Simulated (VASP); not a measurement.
Crystal: KScS2.

```
CELL_PARAMETERS angstrom
4.20808 0.00000 0.00000
0.00000 4.20808 0.00000
0.00000 0.00000 5.95113
ATOMIC_POSITIONS crystal
K 0.00000 0.00000 0.00000
S 0.00000 0.00000 0.50000
S 0.50000 0.50000 0.00000
Sc 0.50000 0.50000 0.50000
```

```yaml
Program: VASP 6.6.1
Task: relaxation of cell and atoms
Functional: PBE
Potentials_or_basis: VASP PAW PBE potentials, release 64 (K_sv, S, Sc_sv)
Cutoff: 600 eV
k_mesh: 6 × 6 × 4
Occupations: fermi-dirac, width 0.02 eV
Spin: no spin polarisation
```

At the start: pressure -6.5 GPa; volume 26.35 Å³/atom.

Q: Where does the relaxation end?

A: Over 8 steps the energy falls by 102.1 meV/atom and the volume is 22.59 Å³/atom (-14.3 %); space group P4/mmm (No. 123, to 0.1 Å) before and after.

The path:
| step | energy change (eV) | largest force (eV/Å) | pressure (GPa) | volume (Å³) |
| --- | --- | --- | --- | --- |
| 1 | 0.0000 | 0.0000 | -6.50 | 105.38 |
| 2 | -0.4076 | 0.0000 | 0.24 | 89.87 |
| 3 | -0.4077 | 0.0000 | 0.12 | 90.05 |
| 4 | -0.4075 | 0.0000 | -0.08 | 90.35 |
| 5 | -0.4084 | 0.0000 | -0.12 | 90.52 |
| 6 | -0.4085 | 0.0000 | -0.15 | 90.56 |
| 7 | -0.4086 | 0.0000 | 0.06 | 90.27 |
| 8 | -0.4086 | 0.0000 | 0.00 | 90.36 |

Final structure:
```cif
data_structure
_symmetry_space_group_name_H-M 'P 1'
_symmetry_Int_Tables_number 1
_cell_length_a 4.0570
_cell_length_b 4.0570
_cell_length_c 5.4900
_cell_angle_alpha 90.000
_cell_angle_beta 90.000
_cell_angle_gamma 90.000
_cell_volume 90.36
loop_
_atom_site_label
_atom_site_type_symbol
_atom_site_fract_x
_atom_site_fract_y
_atom_site_fract_z
_atom_site_occupancy
K1 K 0.00000 0.00000 0.00000 1
S1 S 0.00000 0.00000 0.50000 1
S2 S 0.50000 0.50000 0.00000 1
Sc1 Sc 0.50000 0.50000 0.50000 1
```
